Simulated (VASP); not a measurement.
# BaHfO3 (Pm-3m) in VASP: single point with HSE06

Aim: the single point of BaHfO3 with HSE06.

All numbers are computed with VASP 6.6.1; they aren't measurements. Logs are shortened: lines on timing, memory, paths and dates and some standing lists are left out, and cuts for length are marked.

### Step 1. The cell of the first run

The structure is cubic, space group Pm-3m (No. 221). Conventional cell: a = 4.206 Å, b = 4.206 Å, c = 4.206 Å, α = 90.00°, β = 90.00°, γ = 90.00°. Within 3.9 Å of Ba (site symmetry m-3m) lie 12 O at 2.97 Å and 8 Hf at 3.64 Å. Hf (site symmetry m-3m) has 6 O at 2.10 Å within 2.8 Å. O (site symmetry 4/mmm) has 2 Hf at 2.10 Å within 2.8 Å.

### Step 2. Single point, HSE06

POSCAR reads:

```
BaHfO3
1.0
    4.2061183603      0.0000000000      0.0000000000
    0.0000000000      4.2061183603      0.0000000000
    0.0000000000      0.0000000000      4.2061183603
Ba Hf O
1 1 3
Direct
    0.5000000000      0.5000000000      0.5000000000
    0.0000000000      0.0000000000      0.0000000000
    0.0000000000      0.5000000000      0.0000000000
    0.5000000000      0.0000000000      0.0000000000
    0.0000000000      0.0000000000      0.5000000000
```

INCAR.step1 reads:

```
ALGO = Normal
EDIFF = 1E-5
ENCUT = 520
GGA = PE
ISIF = 2
ISMEAR = 0
LASPH = True
LCHARG = False
LREAL = False
LWAVE = True
NBANDS = 27
NELM = 60
PREC = Accurate
SIGMA = 0.02
```

INCAR.step2 reads:

```
ALGO = Normal
EDIFF = 1E-6
ENCUT = 520
GGA = PE
HFSCREEN = 0.2079
ISIF = 2
ISMEAR = 0
ISTART = 1
LASPH = True
LCHARG = False
LHFCALC = True
LREAL = False
LWAVE = False
NBANDS = 27
NELM = 60
PREC = Accurate
PRECFOCK = Fast
SIGMA = 0.02
```

KPOINTS reads:

```
k-points
0
Gamma
  4 4 4
```

Potentials or basis: VASP PAW PBE potentials, release 64 (Ba_sv, Hf_pv, O).

Launch:

```sh
> cat potpaw_PBE.64/Ba_sv/POTCAR potpaw_PBE.64/Hf_pv/POTCAR potpaw_PBE.64/O/POTCAR > POTCAR
> cp INCAR.step1 INCAR
> mpirun -np 1 vasp_std > vasp.out
> cp INCAR.step2 INCAR
> mpirun -np 1 vasp_std > vasp.out
```

OUTCAR:

```text
EDIFF = 1E-6
   ENCUT = 520
   GGA = PE
   HFSCREEN = 0.2079
   ISIF = 2
   ISMEAR = 0
   ISTART = 1
   LASPH = True
   LHFCALC = True
   LREAL = False
   NELM = 60
   PREC = Accurate
   PRECFOCK = Fast

 ion  position               nearest neighbor table
   1  0.500  0.500  0.500-   3 2.97   4 2.97   5 2.97   3 2.97   4 2.97   4 2.97   5 2.97   4 2.97
                             3 2.97   5 2.97   3 2.97   5 2.97   2 3.64   2 3.64   2 3.64   2 3.64
   2  0.000  0.000  0.000-   3 2.10   4 2.10   5 2.10   5 2.10   3 2.10   4 2.10   1 3.64   1 3.64
                             1 3.64   1 3.64   1 3.64   1 3.64   1 3.64   1 3.64
   3  0.000  0.500  0.000-   2 2.10   2 2.10   1 2.97   1 2.97   1 2.97   1 2.97
   4  0.500  0.000  0.000-   2 2.10   2 2.10   1 2.97   1 2.97   1 2.97   1 2.97
   5  0.000  0.000  0.500-   2 2.10   2 2.10   1 2.97   1 2.97   1 2.97   1 2.97

  LATTYP: Found a simple cubic cell.
 ALAT       =     4.2061183603

  Lattice vectors:

 A1 = (   4.2061183603,   0.0000000000,   0.0000000000)
 A2 = (   0.0000000000,   4.2061183603,   0.0000000000)
 A3 = (   0.0000000000,   0.0000000000,   4.2061183603)

Analysis of symmetry for initial positions (statically):
=====================================================================
 Subroutine PRICEL returns:
 Original cell was already a primitive cell.

 Routine SETGRP: Setting up the symmetry group for a
 simple cubic supercell.

 Subroutine GETGRP returns: Found 48 space group operations
 (whereof 48 operations were pure point group operations)
 out of a pool of 48 trial point group operations.

The static configuration has the point symmetry O_h .

Analysis of symmetry for dynamics (positions and initial velocities):
=====================================================================
 Subroutine PRICEL returns:
 Original cell was already a primitive cell.

 Routine SETGRP: Setting up the symmetry group for a
 simple cubic supercell.

 Subroutine GETGRP returns: Found 48 space group operations
 (whereof 48 operations were pure point group operations)
 out of a pool of 48 trial point group operations.

The dynamic configuration has the point symmetry O_h .

 Subroutine INISYM returns: Found 48 space group operations
 (whereof 48 operations are pure point group operations),
 and found     1 'primitive' translations

----------------------------------------------------------------------------------------

                                     Primitive cell

  volume of cell :      74.4123

  direct lattice vectors                    reciprocal lattice vectors
     4.206118360  0.000000000  0.000000000     0.237748897  0.000000000  0.000000000
     0.000000000  4.206118360  0.000000000     0.000000000  0.237748897  0.000000000
     0.000000000  0.000000000  4.206118360     0.000000000  0.000000000  0.237748897

  length of vectors
     4.206118360  4.206118360  4.206118360     0.237748897  0.237748897  0.237748897

  position of ions in fractional coordinates (direct lattice)
     0.500000000  0.500000000  0.500000000
     0.000000000  0.000000000  0.000000000
     0.000000000  0.500000000  0.000000000
     0.500000000  0.000000000  0.000000000
     0.000000000  0.000000000  0.500000000

  ion indices of the primitive-cell ions
   primitive index   ion index
                 1           1
                 2           2
                 3           3
                 4           4
                 5           5

----------------------------------------------------------------------------------------

 KPOINTS: k-points

Automatic generation of k-mesh.
 Grid dimensions read from file:
 generate k-points for:    4    4    4

 Generating k-lattice:

  Cartesian coordinates                     Fractional coordinates (reciprocal lattice)
     0.059437224  0.000000000  0.000000000     0.250000000  0.000000000  0.000000000
     0.000000000  0.059437224  0.000000000     0.000000000  0.250000000  0.000000000
     0.000000000  0.000000000  0.059437224     0.000000000  0.000000000  0.250000000

  Length of vectors
     0.059437224  0.059437224  0.059437224

  Shift w.r.t. Gamma in fractional coordinates (k-lattice)
     0.000000000  0.000000000  0.000000000

 Subroutine IBZKPT returns following result:
 ===========================================

 Found     10 irreducible k-points:

 Following reciprocal coordinates:
            Coordinates               Weight
  0.000000  0.000000  0.000000      1.000000
  0.250000  0.000000  0.000000      6.000000
  0.500000  0.000000  0.000000      3.000000
  0.250000  0.250000  0.000000     12.000000
  0.500000  0.250000  0.000000     12.000000
  0.500000  0.500000  0.000000      3.000000
  0.250000  0.250000  0.250000      8.000000
  0.500000  0.250000  0.250000     12.000000
  0.500000  0.500000  0.250000      6.000000
  0.500000  0.500000  0.500000      1.000000
   k-points           NKPTS =     10   k-points in BZ     NKDIM =     64   number of bands    NBANDS=     27
   number of dos      NEDOS =    301   number of ions     NIONS =      5
   total plane-waves  NPLWV =  32768
   dimension x,y,z NGX =    32 NGY =   32 NGZ =   32
   dimension x,y,z NGXF=    64 NGYF=   64 NGZF=   64
   ions per type =               1   1   3
   NGX,Y,Z   is equivalent  to a cutoff of  12.65, 12.65, 12.65 a.u.
   NGXF,Y,Z  is equivalent  to a cutoff of  25.30, 25.30, 25.30 a.u.
 SYSTEM =  unknown system
   PREC   = accura    normal or accurate (medium, high low for compatibility)
   ISTART =      1    job   : 0-new  1-cont  2-samecut
   ICHARG =      0    charge: 1-file 2-atom 10-const
   ISPIN  =      1    spin polarized calculation?
   LNONCOLLINEAR =      F non collinear calculations
   LSORBIT =      F    spin-orbit coupling
   LASPH  =      T    aspherical Exc in radial PAW
   ENCUT  =  520.0 eV  38.22 Ry    6.18 a.u.   7.82  7.82  7.82*2*pi/ulx,y,z
   NELM   =     60;   NELMIN=  2; NELMDL=  0     # of ELM steps
   EDIFF  = 0.1E-05   stopping-criterion for ELM
   LREAL  =      F    real-space projection
   EDIFFG = 0.1E-04   stopping-criterion for IOM
   NSW    =      0    number of steps for IOM
   IBRION =     -1    ionic relax: 0-MD 1-quasi-New 2-CG
   NFREE  =      0    steps in history (QN), initial steepest desc. (CG)
   ISIF   =      2    stress and relaxation
   ISYM   =      3    0-nonsym 1-usesym 2-fastsym
   POTIM  = 0.5000    time-step for ionic-motion
   TEBEG  =    0.0;   TEEND  =   0.0 temperature during run
   PSTRESS=    0.0 pullay stress
   NELECT =      38.0000    total number of electrons
   NUPDOWN=      -1.0000    fix difference up-down
   EMIN   =  10.00;   EMAX   =-10.00  energy-range for DOS
   EFERMI =   0.00;   METHOD = LEGACY
   ISMEAR =     0;   SIGMA  =   0.02  broadening in eV -4-tet -1-fermi 0-gaus
   EFERMI_NEDOS =   21; number of points for ismear=-14 and -15
   IALGO  =     38    algorithm
   IMIX   =      1    mixing-type and parameters
     AMIX     =   0.40;   BMIX     =  1.00
     AMIX_MAG =   1.60;   BMIX_MAG =  1.00
  volume/ion in A,a.u.               =      14.88       100.43
  Fermi-wavevector in a.u.,A,eV,Ry     =   1.308543  2.472787 23.297035  1.712284
  Thomas-Fermi vector in A             =   2.439202
   LORBIT       =      0    0 simple, 1 ext, 2 COOP (PROOUT), +10 PAW based schemes
   GGA     = PE    functional components
   LHFCALC =     T    Hartree Fock is set to
   PRECFOCK=fast      Normal, Fast or Accurate (Low or Medium for compatibility)
   ENCUT4O =  -1.0   cutoff for four orbital integrals eV
   NKREDX  =     1    reduce k-point grid by
   NKREDY  =     1    reduce k-point grid by
   NKREDZ  =     1    reduce k-point grid by
   AEXX    =    0.2500 exact exchange contribution
   HFSCREEN=    0.2079 screening length (either q_TF or 0.3 A-1)
   HFSCREENC=   0.2079 screening length for correlation (either q_TF or 0.3 A-1)
   ENCUTFOCK=  -1.0 apply spherical cutoff to Coloumb kernel
   IVDW    =     0    specifies the selected vdW correction
   LEPSILON=     F    determine dielectric tensor
   LRPA    =     F    only Hartree local field effects (RPA)
 non-spin polarized calculation
 Gauss-broadening in eV      SIGMA  =   0.02
  energy-cutoff  :      520.00
  volume of cell :       74.41
 maximum number of plane-waves:      2016
 NGX is ok and might be reduce to    32
  NGX = 18; NGY = 18; NGZ = 18

 number of electron      37.9999990 magnetization

 Free energy of the ion-electron system (eV)
  ---------------------------------------------------
  ext. energy  EPLUGINS =         0.00000000
  ---------------------------------------------------
  free energy    TOTEN  =       -51.65084015 eV

  energy without entropy =      -51.65084015  energy(sigma->0) =      -51.65084015

 E-fermi :   1.3500     XC(G=0):  -8.8225

 val. band max:        1.2552701423   @ k =   0.5000   0.5000   0.5000
 cond. band min:       6.2549564999   @ k =   0.0000   0.0000   0.0000
 fundamental gap:      4.9996863576
 Fermi energy:         1.3500016886

 k-point     1 :       0.0000    0.0000    0.0000
  band No.  band energies     occupation
      1     -29.2207      2.00000
      2     -29.2207      2.00000
      3     -29.2207      2.00000
      4     -25.4224      2.00000
      5     -16.9530      2.00000
      6     -16.4029      2.00000
[... 19 lines left out ...]
     26      11.1353      0.00000
     27      11.1353      0.00000

 k-point     2 :       0.2500    0.0000    0.0000
  band No.  band energies     occupation
      1     -29.2925      2.00000
      2     -29.2176      2.00000
      3     -29.2176      2.00000
      4     -25.3842      2.00000
      5     -16.9454      2.00000
      6     -16.3910      2.00000
[... 19 lines left out ...]
     26      10.9205      0.00000
     27      11.1353      0.00000

 k-point     3 :       0.5000    0.0000    0.0000
  band No.  band energies     occupation
      1     -29.3622      2.00000
      2     -29.2146      2.00000
      3     -29.2146      2.00000
      4     -25.3462      2.00000
      5     -17.0256      2.00000
      6     -16.3788      2.00000
[... 174 lines left out ...]
      1     -29.3471      2.00000
      2     -29.3471      2.00000
      3     -29.2769      2.00000
      4     -25.2952      2.00000
      5     -16.1740      2.00000
      6     -15.7204      2.00000
[... 19 lines left out ...]
     26      11.2250      0.00000
     27      12.3900      0.00000

 k-point    10 :       0.5000    0.5000    0.5000
  band No.  band energies     occupation
      1     -29.3435      2.00000
      2     -29.3435      2.00000
      3     -29.3435      2.00000
      4     -25.2758      2.00000
      5     -15.6696      2.00000
      6     -15.6696      2.00000
[... 19 lines left out ...]
     26      12.1237      0.00000
     27      12.1237      0.00000

------------------------ aborting loop because EDIFF is reached ----------------------------------------

  FORCE on cell =-STRESS in cart. coord.  units (eV):
  Direction    XX          YY          ZZ          XY          YZ          ZX
  --------------------------------------------------------------------------------------
  -------------------------------------------------------------------------------------
  Total       -2.2338477     -2.2338477     -2.2338477     -0.0000000      0.0000000     -0.0000000
  in kB      -48.0971873    -48.0971873    -48.0971873     -0.0000000      0.0000000     -0.0000000
  external PRESSURE =     -48.0971873 kB  Pullay stress =       0.0000000 kB

 VOLUME and BASIS-vectors are now :
 -----------------------------------------------------------------------------
  energy-cutoff  :      520.00
  volume of cell :       74.41
      direct lattice vectors                 reciprocal lattice vectors
     4.206118360  0.000000000  0.000000000     0.237748897  0.000000000  0.000000000
     0.000000000  4.206118360  0.000000000     0.000000000  0.237748897  0.000000000
     0.000000000  0.000000000  4.206118360     0.000000000  0.000000000  0.237748897

 POSITION                                       TOTAL-FORCE (eV/Angst)
 -----------------------------------------------------------------------------------
      2.10306      2.10306      2.10306         0.000000      0.000000      0.000000
      0.00000      0.00000      0.00000         0.000000      0.000000      0.000000
      0.00000      2.10306      0.00000         0.000000      0.000000      0.000000
      2.10306      0.00000      0.00000         0.000000      0.000000      0.000000
      0.00000      0.00000      2.10306         0.000000      0.000000      0.000000
 -----------------------------------------------------------------------------------
    total drift:                                0.000003      0.000003      0.000003

  FREE ENERGIE OF THE ION-ELECTRON SYSTEM (eV)
  ---------------------------------------------------
  free  energy   TOTEN  =       -51.6508401519 eV

  energy  without entropy=      -51.6508401519  energy(sigma->0) =      -51.65084015
```

Run time: 20 min. Hardware: 1 thread of Intel Xeon Platinum 8259CL at 2.50GHz (Skylake/Cascade Lake), shared host; peak memory 0.3 GiB.

Results:

```yaml
Free_energy: -51.6508 eV
Pressure: -4.8 GPa
Band_gap_on_the_k_mesh: 5.00 eV (least direct gap 5.27 eV)
```

Levels at points of the mesh, in eV from the valence-band top:
| k point | band 16 | band 17 | band 18 | band 19 | band 20 | band 21 | band 22 | band 23 |
| --- | --- | --- | --- | --- | --- | --- | --- | --- |
| (0.00, 0.00, 0.00) | -1.03 | -0.27 | -0.27 | -0.27 | 5.00 | 5.00 | 5.00 | 6.16 |
| (0.50, 0.00, 0.00) | -1.78 | -1.70 | -0.63 | -0.63 | 5.57 | 7.87 | 7.87 | 8.01 |
| (0.50, 0.50, 0.00) | -1.23 | -0.99 | -0.99 | -0.07 | 7.76 | 7.76 | 8.10 | 8.47 |
| (0.50, 0.50, 0.50) | -2.66 | 0.00 | 0.00 | 0.00 | 7.51 | 7.51 | 7.51 | 9.44 |

Caveat: the cell stands under tension; the PAW data sets were made with another functional, which shifts forces and pressure a little; spin-orbit coupling is left out, which moves the levels of the heavy elements.
